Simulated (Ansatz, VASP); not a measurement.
# Two plane-wave programs on TePb

The input POSCAR:

```
TePb
1.0
    0.0000000000      3.2270000000      3.3076750000
    3.2270000000      0.0000000000      3.3076750000
    3.2270000000      3.2270000000      0.0000000000
Te Pb
1 1
Direct
    0.5000000000      0.5000000000      0.5000000000
    0.0000000000      0.0000000000      0.0000000000
```

The input INCAR.step1:

```
SYSTEM = TePb
ALGO = Normal ; EDIFF = 1E-4
ENCUT = 520 ; GGA = PE
ISMEAR = 0 ; LASPH = .TRUE.
LCHARG = .FALSE. ; LREAL = .FALSE.
LWAVE = .TRUE. ; NBANDS = 17
NELM = 80 ; PREC = Accurate
SIGMA = 0.05
```

File INCAR.step2:

```
SYSTEM = TePb
ALGO = Normal ; EDIFF = 1E-7
ENCUT = 520 ; ISIF = 2
ISMEAR = 0 ; ISTART = 1
LASPH = .TRUE. ; LCHARG = .FALSE.
LMIXTAU = .TRUE. ; LREAL = .FALSE.
LWAVE = .FALSE. ; METAGGA = R2SCAN
NBANDS = 17 ; NELM = 80
PREC = Accurate ; SIGMA = 0.05
```

KPOINTS

```
k-points
0
G
  8 8 8
  0 0 0
```

Input for Ansatz:

```yaml
crystal:
  lattice:
    - [0.0, 3.227, 3.307675]
    - [3.227, 0.0, 3.307675]
    - [3.227, 3.227, 0.0]
  atoms:
    - { symbol: Te, position: [0.5, 0.5, 0.5] }
    - { symbol: Pb, position: [0.0, 0.0, 0.0] }
basis:
  ecutwfc: 500
kpoints:
  mp_grid: { grid: [8, 8, 8] }
hamiltonian:
  xc: r2scan
scf:
  occupations: { method: gaussian, width: 0.05 }
output:
  forces: true
  stress: true
  eigenvalues: true
```

Change from the starting cell: strain +0.000 along x and y, +0.025 along z, atoms carried along.

Alike in both runs: task single point; functional r2SCAN; k mesh 8 × 8 × 8; occupations gaussian, width 0.05 eV; no spin polarisation.

|  | VASP | Ansatz |
| --- | --- | --- |
| version | VASP 6.6.1 | Ansatz 0.2.0 |
| potentials or method | VASP PAW PBE potentials, release 64 (Te, Pb_d), cutoff 520 eV | scalar-relativistic, plane waves, PAW |
| valence electrons in the cell | 20 | 30 |

```csv
,VASP,Ansatz,Ansatz less VASP
gap on the k mesh at the Fermi level (eV),1.03,1.03,-0.003
least direct gap on the mesh (eV),1.03,1.03,-0.003
pressure (GPa),0.6,0.6,+0.01
"traceless stress, the component that is largest in VASP (GPa)",-1.80,-1.79,+0.004
```

VASP's potentials were made for PBE, not for r2SCAN. VASP's potentials hold 20 valence electrons a cell and Ansatz's 30, so a difference there can come from the potentials and not from the codes.

Spin-orbit coupling is off throughout.
